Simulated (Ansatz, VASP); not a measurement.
# One calculation of Sr, two programs

```
Sr
1.0
    -2.39223    2.39223    2.39223
     2.39223   -2.39223    2.39223
     2.39223    2.39223   -2.39223
Sr
1
Direct
  0.00000 0.00000 0.00000
```

Change from the starting cell: volume scaled by 0.96, crystal datasets.

Alike in both runs: task electric field gradients; functional PBE; k mesh 10 × 10 × 10; occupations fermi-dirac, width 0.05 eV; no spin polarisation.

|  | VASP | Ansatz |
| --- | --- | --- |
| version | VASP 6.6.1 | Ansatz 0.2.0 |
| potentials or method | VASP PAW PBE potentials, release 64 (Sr_sv), cutoff 520 eV | all-electron PAW with datasets made for the crystal, scalar-relativistic |

|  | VASP | Ansatz | Ansatz less VASP |
| --- | --- | --- | --- |
| pressure (GPa) | -0.2 | -0.2 | 0.00 |

Ansatz ran all-electron here, and VASP with PAW potentials.
